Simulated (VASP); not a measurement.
Wanted: the native input for a VASP 6.6.1 run.

```
Task                   : single point
Functional             : PBE
Potentials or basis    : VASP PAW PBE potentials, release 64 (Zr_sv, Cl)
Cutoff                 : 520 eV
k mesh                 : 6 × 6 × 6
Occupations            : gaussian, width 0.1 eV
Spin                   : no spin polarisation
Dipole correction      : no
Further INCAR settings : ALGO = Fast; EDIFF = 1e-06; NBANDS = 36
```

The structure of Zr4Cl lies in POSCAR:

```
Zr4Cl
1.0
    2.8761564478      1.6605496994      4.9980162854
   -2.8761564478      1.6605496994      4.9980162854
    0.0000000000     -3.3210993988      4.9980162854
Zr Cl
4 1
Direct
    0.0000000000      0.0000000000      0.5000000000
    0.5000000000      0.0000000000      0.0000000000
    0.0000000000      0.5000000000      0.0000000000
    0.0000000000      0.0000000000      0.0000000000
    0.5000000000      0.5000000000      0.5000000000
```

The cell was generated, and may not be a known phase.

The input as run:

INCAR

```
ALGO     = Fast           # electronic algorithm
EDIFF    = 1E-6           # SCF threshold, eV
ENCUT    = 520            # plane-wave cutoff, eV
GGA      = PE             # functional
ISIF     = 2              # what is computed and relaxed
ISMEAR   = 0              # smearing method
LASPH    = T              # aspherical terms in the spheres
LCHARG   = F              # write CHGCAR
LREAL    = F              # projectors in reciprocal space
LWAVE    = F              # write WAVECAR
NBANDS   = 36             # bands
NELM     = 60             # most SCF steps
PREC     = Accurate       # precision mode
SIGMA    = 0.1            # smearing width, eV
```

KPOINTS

```
k-points
0
Gamma
  6 6 6
```

Potentials or basis: VASP PAW PBE potentials, release 64 (Zr_sv, Cl).

Command:

```console
$ cat potpaw_PBE.64/Zr_sv/POTCAR potpaw_PBE.64/Cl/POTCAR > POTCAR
$ mpirun -np 1 vasp_std > vasp.out
```

It gave:

* Pressure: 0.2 GPa
* Band gap on the k mesh: zero (an odd number of electrons rules out a gap without spin polarisation)

Wall time 12 min on 1 thread of Oxide Virtual Turin-like Processor (shared host), peak memory 0.35 GiB.
